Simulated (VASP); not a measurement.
# SnO (P1) in VASP: a series of runs

Runs on SnO. Level: LDA. Tasks: single point.

All numbers are computed with VASP 6.6.1; they aren't measurements. Logs are shortened: lines on timing, memory, paths and dates and some standing lists are left out, and cuts for length are marked.

### Step 1. The cell of the first run

The typed cell holds 4 atoms: a = 3.355 Å, b = 5.674 Å, c = 4.222 Å, α = 90.00°, β = 90.00°, γ = 90.00°.

### Step 2. Single point, LDA

INCAR

```
SYSTEM = SnO
PREC = Accurate
ENCUT = 1340
EDIFF = 1E-6
ISMEAR = 0
SIGMA = 0.01
LREAL = .False.
LASPH = .True.
NELM = 120
ALGO = Normal
ISIF = 2
LWAVE = .False.
LCHARG = .False.
GGA = CA
NBANDS = 28
GGA_COMPAT = .False.
```

KPOINTS

```
Automatic mesh
0
Gamma
  4 3 3
  0 0 0
```

POSCAR

```
SnO
1.0
    3.3550050000      0.0000000000      0.0000000000
    0.0000000000      5.6741040000      0.0000000000
    0.0000000000      0.0000000000      4.2219700000
Sn O
2 2
Direct
   -0.0048946240      0.2037114890      0.4907251762
    0.4984335668      0.7518531605     -0.0113272404
   -0.0036591000      0.8824245194      0.7351993962
    0.4961182099      0.0718739796      0.2385312679
```

Potentials or basis: VASP PAW LDA potentials, release 64 (Sn_d, O_h).

Started as:

```bash
> cat potpaw_LDA.64/Sn_d/POTCAR potpaw_LDA.64/O_h/POTCAR > POTCAR
> mpirun -np 1 vasp_std > vasp.out
```

OUTCAR:

```text
SYSTEM = SnO
   PREC = Accurate
   ENCUT = 1340
   EDIFF = 1E-6
   ISMEAR = 0
   LREAL = .False.
   LASPH = .True.
   NELM = 120
   ISIF = 2
   GGA = CA

 ion  position               nearest neighbor table
   1  0.995  0.204  0.491-   3 2.09   4 2.12   4 2.13   2 3.71   2 3.72   2 3.72   2 3.73
   2  0.498  0.752  0.989-   4 2.10   3 2.12   3 2.13   1 3.71   1 3.72   1 3.72   1 3.73
   3  0.996  0.882  0.735-   1 2.09   2 2.12   2 2.13
   4  0.496  0.072  0.239-   2 2.10   1 2.12   1 2.13

  LATTYP: Found a simple orthorhombic cell.
 ALAT       =     3.3550050000
 B/A-ratio  =     1.2584094510
 C/A-ratio  =     1.6912356315

  Lattice vectors:

 A1 = (  -3.3550050000,   0.0000000000,   0.0000000000)
 A2 = (   0.0000000000,   0.0000000000,   4.2219700000)
 A3 = (   0.0000000000,   5.6741040000,   0.0000000000)

Analysis of symmetry for initial positions (statically):
=====================================================================
 Subroutine PRICEL returns:
 Original cell was already a primitive cell.

 Routine SETGRP: Setting up the symmetry group for a
 simple orthorhombic supercell.

 Subroutine GETGRP returns: Found  1 space group operations
 (whereof  1 operations were pure point group operations)
 out of a pool of  8 trial point group operations.

The static configuration has the point symmetry C_1 .

Analysis of symmetry for dynamics (positions and initial velocities):
=====================================================================
 Subroutine PRICEL returns:
 Original cell was already a primitive cell.

 Routine SETGRP: Setting up the symmetry group for a
 simple orthorhombic supercell.

 Subroutine GETGRP returns: Found  1 space group operations
 (whereof  1 operations were pure point group operations)
 out of a pool of  8 trial point group operations.

The dynamic configuration has the point symmetry C_1 .

 Subroutine INISYM returns: Found  1 space group operations
 (whereof  1 operations are pure point group operations),
 and found     1 'primitive' translations

----------------------------------------------------------------------------------------

                                     Primitive cell

  volume of cell :      80.3722

  direct lattice vectors                    reciprocal lattice vectors
     3.355005000  0.000000000  0.000000000     0.298062149  0.000000000  0.000000000
     0.000000000  5.674104000  0.000000000     0.000000000  0.176239279  0.000000000
     0.000000000  0.000000000  4.221970000     0.000000000  0.000000000  0.236856254

  length of vectors
     3.355005000  5.674104000  4.221970000     0.298062149  0.176239279  0.236856254

  position of ions in fractional coordinates (direct lattice)
     0.995105376  0.203711489  0.490725176
     0.498433567  0.751853160  0.988672760
     0.996340900  0.882424519  0.735199396
     0.496118210  0.071873980  0.238531268

  ion indices of the primitive-cell ions
   primitive index   ion index
                 1           1
                 2           2
                 3           3
                 4           4

----------------------------------------------------------------------------------------

 KPOINTS: Automatic mesh

Automatic generation of k-mesh.
 Grid dimensions read from file:
 generate k-points for:    4    3    3

 Generating k-lattice:

  Cartesian coordinates                     Fractional coordinates (reciprocal lattice)
     0.074515537  0.000000000  0.000000000     0.250000000  0.000000000  0.000000000
     0.000000000  0.058746426  0.000000000     0.000000000  0.333333333  0.000000000
     0.000000000  0.000000000  0.078952085     0.000000000  0.000000000  0.333333333

  Length of vectors
     0.074515537  0.058746426  0.078952085

  Shift w.r.t. Gamma in fractional coordinates (k-lattice)
     0.000000000  0.000000000  0.000000000

 Subroutine IBZKPT returns following result:
 ===========================================

 Found     19 irreducible k-points:

 Following reciprocal coordinates:
            Coordinates               Weight
  0.000000  0.000000  0.000000      1.000000
  0.250000  0.000000  0.000000      2.000000
  0.500000  0.000000  0.000000      1.000000
  0.000000  0.333333  0.000000      2.000000
  0.250000  0.333333  0.000000      2.000000
  0.250000 -0.333333  0.000000      2.000000
[... 11 lines left out ...]
  0.500000  0.333333  0.333333      2.000000
  0.500000 -0.333333  0.333333      2.000000
   k-points           NKPTS =     19   k-points in BZ     NKDIM =     19   number of bands    NBANDS=     28
   number of dos      NEDOS =    301   number of ions     NIONS =      4
   total plane-waves  NPLWV = 140000
   dimension x,y,z NGX =    40 NGY =   70 NGZ =   50
   dimension x,y,z NGXF=    80 NGYF=  140 NGZF=  100
   ions per type =               2   2
   NGX,Y,Z   is equivalent  to a cutoff of  19.82, 20.51, 19.69 a.u.
   NGXF,Y,Z  is equivalent  to a cutoff of  39.64, 41.02, 39.38 a.u.
 SYSTEM =  SnO
   PREC   = accura    normal or accurate (medium, high low for compatibility)
   ISTART =      0    job   : 0-new  1-cont  2-samecut
   ICHARG =      2    charge: 1-file 2-atom 10-const
   ISPIN  =      1    spin polarized calculation?
   LNONCOLLINEAR =      F non collinear calculations
   LSORBIT =      F    spin-orbit coupling
   LASPH  =      T    aspherical Exc in radial PAW
   ENCUT  = 1340.0 eV  98.49 Ry    9.92 a.u.  10.01 16.94 12.60*2*pi/ulx,y,z
   NELM   =    120;   NELMIN=  2; NELMDL= -5     # of ELM steps
   EDIFF  = 0.1E-05   stopping-criterion for ELM
   LREAL  =      F    real-space projection
   EDIFFG = 0.1E-04   stopping-criterion for IOM
   NSW    =      0    number of steps for IOM
   IBRION =     -1    ionic relax: 0-MD 1-quasi-New 2-CG
   NFREE  =      0    steps in history (QN), initial steepest desc. (CG)
   ISIF   =      2    stress and relaxation
   ISYM   =      2    0-nonsym 1-usesym 2-fastsym
   POTIM  = 0.5000    time-step for ionic-motion
   TEBEG  =    0.0;   TEEND  =   0.0 temperature during run
   PSTRESS=    0.0 pullay stress
   NELECT =      40.0000    total number of electrons
   NUPDOWN=      -1.0000    fix difference up-down
   EMIN   =  10.00;   EMAX   =-10.00  energy-range for DOS
   EFERMI =   0.00;   METHOD = LEGACY
   ISMEAR =     0;   SIGMA  =   0.01  broadening in eV -4-tet -1-fermi 0-gaus
   EFERMI_NEDOS =   21; number of points for ismear=-14 and -15
   IALGO  =     38    algorithm
   IMIX   =      4    mixing-type and parameters
     AMIX     =   0.40;   BMIX     =  1.00
     AMIX_MAG =   1.60;   BMIX_MAG =  1.00
  volume/ion in A,a.u.               =      20.09       135.59
  Fermi-wavevector in a.u.,A,eV,Ry     =   1.297357  2.451650 22.900458  1.683136
  Thomas-Fermi vector in A             =   2.428755
   LORBIT       =      0    0 simple, 1 ext, 2 COOP (PROOUT), +10 PAW based schemes
   GGA     = CA    functional components
   LHFCALC =     F    Hartree Fock is set to
   AEXX    =    0.0000 exact exchange contribution
   IVDW    =     0    specifies the selected vdW correction
   LEPSILON=     F    determine dielectric tensor
   LRPA    =     F    only Hartree local field effects (RPA)
 non-spin polarized calculation
 Gauss-broadening in eV      SIGMA  =   0.01
  energy-cutoff  :     1340.00
  volume of cell :       80.37
 maximum number of plane-waves:      8988
   NGX = 21   NGY = 33   NGZ = 25

 number of electron      40.0000001 magnetization

 Free energy of the ion-electron system (eV)
  ---------------------------------------------------
  ext. energy  EPLUGINS =         0.00000000
  ---------------------------------------------------
  free energy    TOTEN  =       -25.24774894 eV

  energy without entropy =      -25.24774894  energy(sigma->0) =      -25.24774894

 E-fermi :   5.0170     XC(G=0):  -9.9209

 val. band max:        4.9743270956   @ k =   0.0000   0.0000   0.0000
 cond. band min:       6.5422411010   @ k =   0.5000   0.3333   0.3333
 fundamental gap:      1.5679140053
 Fermi energy:         5.0169816886

 k-point     1 :       0.0000    0.0000    0.0000
  band No.  band energies     occupation
      1     -16.4399      2.00000
      2     -16.0262      2.00000
      3     -15.9236      2.00000
      4     -15.9052      2.00000
      5     -15.8774      2.00000
      6     -15.8445      2.00000
[... 20 lines left out ...]
     27      13.0342      0.00000
     28      13.5788      0.00000

 k-point     2 :       0.2500    0.0000    0.0000
  band No.  band energies     occupation
      1     -16.4261      2.00000
      2     -16.1533      2.00000
      3     -15.9162      2.00000
      4     -15.8956      2.00000
      5     -15.8812      2.00000
      6     -15.8367      2.00000
[... 20 lines left out ...]
     27      12.9851      0.00000
     28      14.0058      0.00000

 k-point     3 :       0.5000    0.0000    0.0000
  band No.  band energies     occupation
      1     -16.3888      2.00000
      2     -16.3796      2.00000
      3     -15.8830      2.00000
      4     -15.8812      2.00000
      5     -15.8413      2.00000
      6     -15.8404      2.00000
[... 20 lines left out ...]
     27      13.8509      0.00000
     28      13.8671      0.00000

 k-point     4 :       0.0000    0.3333    0.0000
  band No.  band energies     occupation
      1     -16.4352      2.00000
      2     -16.0289      2.00000
      3     -15.9189      2.00000
      4     -15.9033      2.00000
      5     -15.8786      2.00000
      6     -15.8505      2.00000
[... 423 lines left out ...]
     27      14.4697      0.00000
     28      15.0900      0.00000

 k-point    18 :       0.5000    0.3333    0.3333
  band No.  band energies     occupation
      1     -16.4029      2.00000
      2     -16.3988      2.00000
      3     -15.9036      2.00000
      4     -15.9005      2.00000
      5     -15.8228      2.00000
      6     -15.8219      2.00000
[... 20 lines left out ...]
     27      13.8217      0.00000
     28      14.6142      0.00000

 k-point    19 :       0.5000   -0.3333    0.3333
  band No.  band energies     occupation
      1     -16.4071      2.00000
      2     -16.3945      2.00000
      3     -15.9041      2.00000
      4     -15.9002      2.00000
      5     -15.8230      2.00000
      6     -15.8209      2.00000
[... 20 lines left out ...]
     27      13.7666      0.00000
     28      14.6182      0.00000

------------------------ aborting loop because EDIFF is reached ----------------------------------------

  FORCE on cell =-STRESS in cart. coord.  units (eV):
  Direction    XX          YY          ZZ          XY          YZ          ZX
  --------------------------------------------------------------------------------------
  -------------------------------------------------------------------------------------
  Total       -1.4028826     -0.4243829     -0.5565952      0.0674778     -0.0939302     -0.0209703
  in kB      -27.9657394     -8.4598530    -11.0954381      1.3451348     -1.8724502     -0.4180330
  external PRESSURE =     -15.8403435 kB  Pullay stress =       0.0000000 kB

 VOLUME and BASIS-vectors are now :
 -----------------------------------------------------------------------------
  energy-cutoff  :     1340.00
  volume of cell :       80.37
      direct lattice vectors                 reciprocal lattice vectors
     3.355005000  0.000000000  0.000000000     0.298062149  0.000000000  0.000000000
     0.000000000  5.674104000  0.000000000     0.000000000  0.176239279  0.000000000
     0.000000000  0.000000000  4.221970000     0.000000000  0.000000000  0.236856254

 POSITION                                       TOTAL-FORCE (eV/Angst)
 -----------------------------------------------------------------------------------
      3.33858      1.15588      2.07183         0.026229      0.158612      0.004938
      1.67225      4.26609      4.17415        -0.050619     -0.161708      0.054368
      3.34273      5.00697      3.10399         0.037967      0.018036      0.009430
      1.66448      0.40782      1.00707        -0.013577     -0.014940     -0.068737
 -----------------------------------------------------------------------------------
    total drift:                               -0.000444      0.000004     -0.000071

  FREE ENERGIE OF THE ION-ELECTRON SYSTEM (eV)
  ---------------------------------------------------
  free  energy   TOTEN  =       -25.2477489387 eV

  energy  without entropy=      -25.2477489387  energy(sigma->0) =      -25.24774894
```

Run time: 1.9 min. Hardware: 1 thread of Intel Xeon Platinum 8375C at 2.90GHz (Ice Lake), shared host; peak memory 0.37 GiB.

Results:

- Free energy: -25.2477 eV
- Pressure: -1.6 GPa
- Largest force: 0.178 eV/Å
- Band gap on the k mesh: 1.57 eV (least direct gap 2.24 eV)

Forces in eV/Å, atoms in the order of the input:
```
Sn   0.026  0.159  0.005
Sn  -0.051 -0.162  0.054
O    0.038  0.018  0.009
O   -0.014 -0.015 -0.069
```

Caveat: the k points lie up to 0.50 Å⁻¹ apart; spin-orbit coupling is left out, which moves the levels of the heavy elements. A k mesh can miss the band edges.

### Step 3. Single point, LDA

INCAR

```
SYSTEM = SnO
  PREC = Accurate
  ENCUT = 1340
  EDIFF = 1E-6
  ISMEAR = 0
  SIGMA = 0.01
  LREAL = .False.
  LASPH = .True.
  NELM = 120
  ALGO = Normal
  ISIF = 2
  LWAVE = .False.
  LCHARG = .False.
  NBANDS = 28
  GGA_COMPAT = .False.
```

KPOINTS is that of step 2.

POSCAR

```
SnO
1.0
    3.3550050000      0.0000000000      0.0000000000
    0.0000000000      5.6741040000      0.0000000000
    0.0000000000      0.0000000000      4.2219700000
Sn O
2 2
Direct
   -0.0045992583      0.2045739284      0.4929498613
    0.4977126031      0.7524880928     -0.0107788488
   -0.0029220867      0.8800905293      0.7330223956
    0.4958067159      0.0727106370      0.2379354735
```

Potentials or basis: VASP PAW LDA potentials, release 64 (Sn_d, O_h).

Started as:

```bash
> cat potpaw_LDA.64/Sn_d/POTCAR potpaw_LDA.64/O_h/POTCAR > POTCAR
> mpirun -np 1 vasp_std > vasp.out
```

Run time: 1.8 min. Hardware: 1 thread of Intel Xeon Platinum 8488C (Sapphire Rapids), shared host; peak memory 0.37 GiB.

Results (log left out):

```
Free energy            : -25.2471 eV
Pressure               : -1.8 GPa
Largest force          : 0.206 eV/Å
Band gap on the k mesh : 1.57 eV (least direct gap 2.25 eV)
```

Forces in eV/Å, atoms in the order of the input:
```
Sn   0.014  0.047 -0.040
Sn  -0.019 -0.195  0.065
O    0.002  0.101  0.005
O    0.004  0.046 -0.030
```

Stress tensor (GPa, compression positive):
```
-3.07  0.08 -0.01
 0.08 -1.05 -0.25
-0.01 -0.25 -1.38
```

Levels at points of the mesh, in eV from the valence-band top:
```tsv
k point	band 18	band 19	band 20	band 21	band 22	band 23
(0.00, 0.00, 0.00)	-3.06	-2.27	0.00	2.28	2.88	5.68
(0.50, 0.00, 0.00)	-2.92	-1.45	-1.40	2.52	2.58	5.49
```

Caveat: the k points lie up to 0.50 Å⁻¹ apart; spin-orbit coupling is left out, which moves the levels of the heavy elements.

### Step 4. Single point, LDA

INCAR

```
  PREC = Accurate
  ENCUT = 1340
  EDIFF = 1E-6
  ISMEAR = 0
  SIGMA = 0.01
  LREAL = F
  LASPH = T
  NELM = 120
  ALGO = Normal
  ISIF = 2
  LWAVE = F
  LCHARG = T
  LELF = T
  LVHAR = T
  NBANDS = 28
  GGA_COMPAT = F
```

KPOINTS

```
Automatic mesh
0
Gamma
  4 3 3
```

POSCAR

```
SnO
1.0
    3.3550050000      0.0000000000      0.0000000000
    0.0000000000      5.6741040000      0.0000000000
    0.0000000000      0.0000000000      4.2219700000
Sn O
2 2
Direct
   -0.0045268399      0.2038794374      0.4890831276
    0.4977884766      0.7507758150     -0.0111088656
   -0.0033820217      0.8838557491      0.7370856980
    0.4961185163      0.0713522435      0.2380684517
```

Started as:

```bash
> cat potpaw_LDA.64/Sn_d/POTCAR potpaw_LDA.64/O_h/POTCAR > POTCAR
> mpirun -np 1 vasp_std > vasp.out
```

Run time: 2.8 min. Hardware: 1 thread of Intel Xeon Platinum 8488C (Sapphire Rapids), shared host; peak memory 0.37 GiB.

It converged, with:

```yaml
Free_energy: -25.2489 eV
Pressure: -1.7 GPa
Largest_force: 0.142 eV/Å
Band_gap_on_the_k_mesh: 1.54 eV (least direct gap 2.22 eV)
```

Forces in eV/Å, atoms in the order of the input:
```
Sn   0.018  0.138  0.027
Sn  -0.029 -0.084  0.022
O    0.018 -0.023  0.004
O   -0.006 -0.031 -0.053
```

Stress tensor (GPa, compression positive):
```
-2.86  0.09 -0.02
 0.09 -1.07 -0.05
-0.02 -0.05 -1.15
```

Levels at points of the mesh, in eV from the valence-band top:
```
           k point  band 18  band 19  band 20  band 21  band 22  band 23
(0.00, 0.00, 0.00)    -3.09    -2.27     0.00     2.22     2.84     5.67
(0.50, 0.00, 0.00)    -2.97    -1.49    -1.47     2.55     2.57     5.49
```

Caveat: the k points lie up to 0.50 Å⁻¹ apart; spin-orbit coupling is left out, which moves the levels of the heavy elements. A k mesh can miss the band edges.

### Step 5. Overview

```tsv
cell	gap on the mesh (eV)	pressure (GPa)	largest force (eV/Å)
as given, atomic positions A	1.57	-1.6	0.18
as given, atomic positions B	1.57	-1.8	0.21
as given, atomic positions C	1.54	-1.7	0.14
```

Alike in all rows: task single point; level LDA; potentials or basis VASP PAW LDA potentials, release 64 (Sn_d, O_h); no spin polarisation; k mesh 4 × 3 × 3; cutoff (eV) 1340; smearing gaussian 0.01 eV.

Caveats: all runs use coarse meshes; spin-orbit coupling is left out, which moves the levels of the heavy elements.

Absolute energies hang on the potentials; compare differences alone.
